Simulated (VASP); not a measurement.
# H20CO9 in VASP: notebook

The runs below take H20CO9 through single point, with LDA.

Everything below comes from runs of VASP 6.6.1. Logs are shortened: lines on timing, memory, paths and dates and some standing lists are left out, and cuts for length are marked.

## 1. The cell of the first run

The cell holds an amorphous packing of atoms, 30 atoms: a = 6.746 Å, b = 6.746 Å, c = 6.746 Å, α = 90.00°, β = 90.00°, γ = 90.00°.

## 2. Single point, LDA

The input, INCAR:

```
PREC = Accurate
ENCUT = 520
EDIFF = 1E-7
ISMEAR = -1
SIGMA = 0.05
LREAL = Auto
LASPH = T
NELM = 60
ALGO = Normal
ISIF = 2
LWAVE = F
LCHARG = F
GGA = CA
NBANDS = 60
```

The input, KPOINTS:

```
Automatic mesh
0
Gamma
  1 1 1
```

The input, POSCAR:

```
H20CO9
1.0
    6.7459970000      0.0000000000      0.0000000000
    0.0000000000      6.7459970000      0.0000000000
    0.0000000000      0.0000000000      6.7459970000
O H C
9 20 1
Direct
    0.0953157851      0.4357102442      0.3381560946
    0.3536912335      0.7129857899      0.4037357265
    0.8407208008      0.6376966963      0.5800032227
    0.7875188797      0.8368221925     -0.0802253544
    0.3751706382      0.2063742394      0.5350284028
    0.6357103331     -0.0159501998      0.3591907912
    0.4891196957      0.5352211096      0.7116071946
   -0.0191669223      0.9333238660      0.2586422733
    0.5900684510      0.1742218385      0.0286392063
    0.1882746168      0.5485030604      0.3398163385
    0.0126297121      0.4658911055      0.2277202317
    0.2618589958      0.8257489590      0.4351617708
    0.3962053348      0.6509045290      0.5456421045
    0.9129858789      0.5093390940      0.5222356310
    0.9122298750      0.6807740946      0.6993777199
    0.6576640932      0.7980139926     -0.0309072180
    0.8524759202      0.8655503404      0.0516750897
    0.4835460200      0.1095019758      0.4795881172
    0.2561519076      0.2269790514      0.4525646839
    0.5974061358      0.0439668147      0.2113549710
    0.5617553640     -0.1495553585      0.3707532037
    0.4455531184      0.3914173101      0.6616664668
    0.6271274654      0.5569673393      0.6693154474
   -0.1437000343      0.9209313316      0.3521199313
    0.0284168522      1.0736885890      0.2415061851
    0.6226359128      0.3718797978      0.2842129933
    0.7079457640      0.1193448500     -0.0353246525
    0.7241034943      0.4389714374      0.0354135942
    0.4605546074      0.4312483388      0.0817225386
    0.6055442954      0.3595613814      0.1134302313
```

Potentials or basis: VASP PAW LDA potentials, release 64 (O, H, C).

Launch:

```sh
cat potpaw_LDA.64/O/POTCAR potpaw_LDA.64/H/POTCAR potpaw_LDA.64/C/POTCAR > POTCAR
mpirun -np 1 vasp_gam > vasp.out
```

OUTCAR:

```text
PREC = Accurate
   ENCUT = 520
   EDIFF = 1E-7
   ISMEAR = -1
   LREAL = Auto
   LASPH = T
   NELM = 60
   ISIF = 2
   GGA = CA

 ion  position               nearest neighbor table
   1  0.095  0.436  0.338-  11 0.95  10 0.99
   2  0.354  0.713  0.404-  12 1.00  13 1.08
   3  0.841  0.638  0.580-  15 0.98  14 1.07
   4  0.788  0.837  0.920-  16 0.97  17 1.01
   5  0.375  0.206  0.535-  19 0.99  18 1.05
   6  0.636  0.984  0.359-  21 1.03  20 1.11
   7  0.489  0.535  0.712-  23 0.98  22 1.07
   8  0.981  0.933  0.259-  25 1.01  24 1.05
   9  0.590  0.174  0.029-  27 0.98  30 1.38
  10  0.188  0.549  0.340-   1 0.99
  11  0.013  0.466  0.228-   1 0.95
  12  0.262  0.826  0.435-   2 1.00
  13  0.396  0.651  0.546-   2 1.08
  14  0.913  0.509  0.522-   3 1.07
  15  0.912  0.681  0.699-   3 0.98
[... 12 lines left out ...]
  28  0.724  0.439  0.035-  30 1.10
  29  0.461  0.431  0.082-  30 1.11
  30  0.606  0.360  0.113-  28 1.10  29 1.11  26 1.16   9 1.38

  LATTYP: Found a simple cubic cell.
 ALAT       =     6.7459970000

  Lattice vectors:

 A1 = (   6.7459970000,   0.0000000000,   0.0000000000)
 A2 = (   0.0000000000,   6.7459970000,   0.0000000000)
 A3 = (   0.0000000000,   0.0000000000,   6.7459970000)

Analysis of symmetry for initial positions (statically):
=====================================================================
 Subroutine PRICEL returns:
 Original cell was already a primitive cell.

 Routine SETGRP: Setting up the symmetry group for a
 simple cubic supercell.

 Subroutine GETGRP returns: Found  1 space group operations
 (whereof  1 operations were pure point group operations)
 out of a pool of 48 trial point group operations.

The static configuration has the point symmetry C_1 .

Analysis of symmetry for dynamics (positions and initial velocities):
=====================================================================
 Subroutine PRICEL returns:
 Original cell was already a primitive cell.

 Routine SETGRP: Setting up the symmetry group for a
 simple cubic supercell.

 Subroutine GETGRP returns: Found  1 space group operations
 (whereof  1 operations were pure point group operations)
 out of a pool of 48 trial point group operations.

The dynamic configuration has the point symmetry C_1 .

 Subroutine INISYM returns: Found  1 space group operations
 (whereof  1 operations are pure point group operations),
 and found     1 'primitive' translations

----------------------------------------------------------------------------------------

                                     Primitive cell

  volume of cell :     307.0000

  direct lattice vectors                    reciprocal lattice vectors
     6.745997000  0.000000000  0.000000000     0.148236058  0.000000000  0.000000000
     0.000000000  6.745997000  0.000000000     0.000000000  0.148236058  0.000000000
     0.000000000  0.000000000  6.745997000     0.000000000  0.000000000  0.148236058

  length of vectors
     6.745997000  6.745997000  6.745997000     0.148236058  0.148236058  0.148236058

  position of ions in fractional coordinates (direct lattice)
     0.095315785  0.435710244  0.338156095
     0.353691234  0.712985790  0.403735727
     0.840720801  0.637696696  0.580003223
     0.787518880  0.836822193  0.919774646
     0.375170638  0.206374239  0.535028403
     0.635710333  0.984049800  0.359190791
[... 22 lines left out ...]
     0.460554607  0.431248339  0.081722539
     0.605544295  0.359561381  0.113430231

  ion indices of the primitive-cell ions
   primitive index   ion index
                 1           1
                 2           2
                 3           3
                 4           4
                 5           5
                 6           6
[... 22 lines left out ...]
                29          29
                30          30

----------------------------------------------------------------------------------------

 KPOINTS: Automatic mesh

Automatic generation of k-mesh.
 Grid dimensions read from file:
 generate k-points for:    1    1    1

 Generating k-lattice:

  Cartesian coordinates                     Fractional coordinates (reciprocal lattice)
     0.148236058  0.000000000  0.000000000     1.000000000  0.000000000  0.000000000
     0.000000000  0.148236058  0.000000000     0.000000000  1.000000000  0.000000000
     0.000000000  0.000000000  0.148236058     0.000000000  0.000000000  1.000000000

  Length of vectors
     0.148236058  0.148236058  0.148236058

  Shift w.r.t. Gamma in fractional coordinates (k-lattice)
     0.000000000  0.000000000  0.000000000

 Subroutine IBZKPT returns following result:
 ===========================================

 Found      1 irreducible k-points:

 Following reciprocal coordinates:
            Coordinates               Weight
  0.000000  0.000000  0.000000      1.000000
   k-points           NKPTS =      1   k-points in BZ     NKDIM =      1   number of bands    NBANDS=     60
   number of dos      NEDOS =    301   number of ions     NIONS =     30
   total plane-waves  NPLWV = 125000
   dimension x,y,z NGX =    50 NGY =   50 NGZ =   50
   dimension x,y,z NGXF=   100 NGYF=  100 NGZF=  100
   ions per type =               9  20   1
   NGX,Y,Z   is equivalent  to a cutoff of  12.32, 12.32, 12.32 a.u.
   NGXF,Y,Z  is equivalent  to a cutoff of  24.64, 24.64, 24.64 a.u.
 SYSTEM =  unknown system
   PREC   = accura    normal or accurate (medium, high low for compatibility)
   ISTART =      0    job   : 0-new  1-cont  2-samecut
   ICHARG =      2    charge: 1-file 2-atom 10-const
   ISPIN  =      1    spin polarized calculation?
   LNONCOLLINEAR =      F non collinear calculations
   LSORBIT =      F    spin-orbit coupling
   LASPH  =      T    aspherical Exc in radial PAW
   ENCUT  =  520.0 eV  38.22 Ry    6.18 a.u.  12.54 12.54 12.54*2*pi/ulx,y,z
   NELM   =     60;   NELMIN=  2; NELMDL= -5     # of ELM steps
   EDIFF  = 0.1E-06   stopping-criterion for ELM
   LREAL  =      T    real-space projection
   EDIFFG = 0.1E-05   stopping-criterion for IOM
   NSW    =      0    number of steps for IOM
   IBRION =     -1    ionic relax: 0-MD 1-quasi-New 2-CG
   NFREE  =      0    steps in history (QN), initial steepest desc. (CG)
   ISIF   =      2    stress and relaxation
   ISYM   =      2    0-nonsym 1-usesym 2-fastsym
   POTIM  = 0.5000    time-step for ionic-motion
   TEBEG  =    0.0;   TEEND  =   0.0 temperature during run
   PSTRESS=    0.0 pullay stress
   NELECT =      78.0000    total number of electrons
   NUPDOWN=      -1.0000    fix difference up-down
   EMIN   =  10.00;   EMAX   =-10.00  energy-range for DOS
   EFERMI =   0.00;   METHOD = LEGACY
   ISMEAR =    -1;   SIGMA  =   0.05  broadening in eV -4-tet -1-fermi 0-gaus
   EFERMI_NEDOS =   21; number of points for ismear=-14 and -15
   IALGO  =     38    algorithm
   IMIX   =      4    mixing-type and parameters
     AMIX     =   0.40;   BMIX     =  1.00
     AMIX_MAG =   1.60;   BMIX_MAG =  1.00
  volume/ion in A,a.u.               =      10.23        69.06
  Fermi-wavevector in a.u.,A,eV,Ry     =   1.036876  1.959412 14.627789  1.075112
  Thomas-Fermi vector in A             =   2.171288
   LORBIT       =      0    0 simple, 1 ext, 2 COOP (PROOUT), +10 PAW based schemes
   GGA     = CA    functional components
   LHFCALC =     F    Hartree Fock is set to
   AEXX    =    0.0000 exact exchange contribution
   IVDW    =     0    specifies the selected vdW correction
   LEPSILON=     F    determine dielectric tensor
   LRPA    =     F    only Hartree local field effects (RPA)
 non-spin polarized calculation
  energy-cutoff  :      520.00
  volume of cell :      307.00
 maximum number of plane-waves:      4145
 NGX is ok and might be reduce to    50
   NGX = 25   NGY = 25   NGZ = 25

 number of electron      78.0000005 magnetization

 Free energy of the ion-electron system (eV)
  ---------------------------------------------------
  ext. energy  EPLUGINS =         0.00000000
  ---------------------------------------------------
  free energy    TOTEN  =      -155.71538723 eV

  energy without entropy =     -155.71538723  energy(sigma->0) =     -155.71538723

 E-fermi :  -2.3265     XC(G=0):  -7.1021

 val. band max:       -3.5509918545   @ k =   0.0000   0.0000   0.0000
 cond. band min:       0.6785116398   @ k =   0.0000   0.0000   0.0000
 fundamental gap:      4.2295034943
 Fermi energy:        -2.3265318589

 k-point     1 :       0.0000    0.0000    0.0000
  band No.  band energies     occupation
      1     -23.5386      2.00000
      2     -22.6856      2.00000
      3     -22.1166      2.00000
      4     -21.8527      2.00000
      5     -21.5202      2.00000
      6     -21.3480      2.00000
[... 43 lines left out ...]
     50       5.9452      0.00000
     51       6.3062      0.00000
 [bands above 51 left out]

------------------------ aborting loop because EDIFF is reached ----------------------------------------

  FORCE on cell =-STRESS in cart. coord.  units (eV):
  Direction    XX          YY          ZZ          XY          YZ          ZX
  --------------------------------------------------------------------------------------
  -------------------------------------------------------------------------------------
  Total       -0.3930898     -4.4724808     -5.5275889      1.5082330     -0.1476205     -0.0539086
  in kB       -2.0514642    -23.3410630    -28.8474802      7.8711937     -0.7704046     -0.2813392
  external PRESSURE =     -18.0800025 kB  Pullay stress =       0.0000000 kB

 VOLUME and BASIS-vectors are now :
 -----------------------------------------------------------------------------
  energy-cutoff  :      520.00
  volume of cell :      307.00
      direct lattice vectors                 reciprocal lattice vectors
     6.745997000  0.000000000  0.000000000     0.148236058  0.000000000  0.000000000
     0.000000000  6.745997000  0.000000000     0.000000000  0.148236058  0.000000000
     0.000000000  0.000000000  6.745997000     0.000000000  0.000000000  0.148236058

 POSITION                                       TOTAL-FORCE (eV/Angst)
 -----------------------------------------------------------------------------------
      0.64300      2.93930      2.28120        -0.343545     -1.417817      0.713669
      2.38600      4.80980      2.72360        -0.360202      0.458988      0.941475
      5.67150      4.30190      3.91270         0.803150     -2.308371     -0.974009
      5.31260      5.64520      6.20480         0.164462      0.327725      0.773295
      2.53090      1.39220      3.60930         0.528725     -0.391680      0.428290
      4.28850      6.63840      2.42310        -1.385954     -0.407802     -1.092672
[... 22 lines left out ...]
      3.10690      2.90920      0.55130         0.448562      0.319245      0.039467
      4.08500      2.42560      0.76520        -0.345930      1.783277      0.923018
 -----------------------------------------------------------------------------------
    total drift:                               -0.004500     -0.015726     -0.007152

  FREE ENERGIE OF THE ION-ELECTRON SYSTEM (eV)
  ---------------------------------------------------
  free  energy   TOTEN  =      -155.7153872259 eV

  energy  without entropy=     -155.7153872259  energy(sigma->0) =     -155.71538723
```

It took 48 s on 1 thread of AMD EPYC 7R43 (Zen 3), shared host; peak memory 0.21 GiB.

Results:

| Quantity | Value |
| --- | --- |
| Free energy | -155.7154 eV |
| Pressure | -1.8 GPa |
| Largest force | 2.631 eV/Å |
| Band gap on the k mesh | 4.23 eV |

Forces on the atoms (eV/Å):
```
O   -0.344 -1.418  0.714
O   -0.360  0.459  0.941
O    0.803 -2.308 -0.974
O    0.164  0.328  0.773
O    0.529 -0.392  0.428
O   -1.386 -0.408 -1.093
O   -1.690 -1.184 -0.369
O    0.623  0.317  0.001
O   -0.564 -1.875  0.570
H    1.219  0.928  0.480
H   -0.980  0.097 -1.073
H    0.292 -0.569 -0.426
H    0.143 -0.096 -0.359
H   -0.493  2.291  0.615
H   -0.268  0.153  0.156
H   -0.602 -0.386 -0.568
H    0.896  0.103 -0.010
H   -0.785  0.618 -0.132
H    0.423  0.107 -0.136
H    0.536 -0.510  1.510
H   -0.092  0.782 -0.026
H    0.364  1.087  0.146
H    0.962  0.248 -0.280
H    0.725  1.013 -0.864
H   -0.768 -1.154  0.473
H    0.141 -0.716 -1.286
H    0.354 -0.167 -0.279
H    0.054  0.547  0.103
H    0.449  0.319  0.039
C   -0.346  1.783  0.923
```

Caveat: the k points lie up to 0.93 Å⁻¹ apart.

(Part 1 of 2 ends here.)
